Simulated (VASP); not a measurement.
## HfN: single point with r2SCAN

The system is HfN.

```
Hf N
1.0
     0.00000    2.44581    2.44581
     2.44581    0.00000    2.44581
     2.44581    2.44581    0.00000
Hf N
1 1
Direct
  0.99999 0.00001 0.99999
  0.75001 0.74999 0.75001
```

```json
{
 "Program": "VASP 6.6.1",
 "Task": "single point",
 "Functional": "r2SCAN",
 "Potentials or basis": "VASP PAW PBE potentials, release 64 (Hf_pv, N)",
 "Cutoff": "520 eV",
 "k mesh": "12 × 12 × 12",
 "Occupations": "gaussian, width 0.15 eV",
 "Spin": "no spin polarisation"
}
```

- Pressure: -1.2 GPa
- Band gap on the k mesh: zero (an odd number of electrons rules out a gap without spin polarisation)

Levels at points of the mesh, in eV from the Fermi level:
| k point | band 4 | band 5 | band 6 | band 7 | band 8 | band 9 | band 10 | band 11 |
| --- | --- | --- | --- | --- | --- | --- | --- | --- |
| (0.00, 0.00, 0.00) | -17.32 | -5.89 | -5.88 | -5.88 | -0.68 | 2.47 | 2.47 | 6.96 |
| (0.50, 0.00, 0.00) | -16.23 | -6.12 | -5.25 | -5.25 | 1.56 | 3.00 | 3.00 | 4.71 |
| (0.00, 0.50, 0.00) | -16.23 | -6.12 | -5.25 | -5.25 | 1.56 | 3.00 | 3.00 | 4.71 |
| (0.50, 0.50, 0.50) | -16.23 | -6.12 | -5.25 | -5.25 | 1.56 | 3.00 | 3.00 | 4.71 |
| (0.50, 0.50, 0.00) | -15.86 | -7.26 | -3.97 | -3.97 | -1.30 | 2.49 | 4.36 | 4.89 |
| (0.50, 0.00, 0.50) | -15.86 | -7.26 | -3.97 | -3.97 | -1.30 | 2.49 | 4.36 | 4.89 |

Run time: 4.8 min on 1 thread of Intel(R) Xeon(R) 6975P-C (Granite Rapids) (shared host), peak memory 0.33 GiB.

Caveat: the PAW data sets were made with another functional, which shifts forces and pressure a little; spin-orbit coupling is left out, which moves the levels of the heavy elements; an odd number of electrons without spin polarisation forces a metal; a magnetic or distorted state may lie lower.
